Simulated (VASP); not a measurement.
Runs of VASP 6.6.1 on NaH. The structure is that of space group P6_3/mmc (No. 194), or close to it. The cells are those of the table. 

```csv
task,cell,gap on the mesh (eV),pressure (GPa)
relaxation of shape and atoms at fixed volume,"relaxed from a = 3.443, b = 3.443, c = 11.715 Å, angles 90.0, 90.0, 120.0°, 8 atoms",3.43,-1.3
relaxation of shape and atoms at fixed volume,"relaxed from a = 3.410, b = 3.410, c = 11.603 Å, angles 90.0, 90.0, 120.0°, 8 atoms",3.48,-0.7
relaxation of cell and atoms,"relaxed from a = 3.377, b = 3.377, c = 11.490 Å, angles 90.0, 90.0, 120.0°, 8 atoms",3.53,-0.1
relaxation of shape and atoms at fixed volume,"relaxed from a = 3.343, b = 3.343, c = 11.373 Å, angles 90.0, 90.0, 120.0°, 8 atoms",(a),0.7
```

Alike in all rows: level PBE; potentials or basis VASP PAW PBE potentials, release 64 (Na_pv, H); no spin polarisation; k mesh 12 × 12 × 2; cutoff (eV) 500; smearing gaussian 0.02 eV.

Task: Fill in the values left out.

Result: (a) 3.58.

Caveats: the relaxation stopped at its first step, so nothing moved (at least some runs).

A k mesh can miss the band edges.
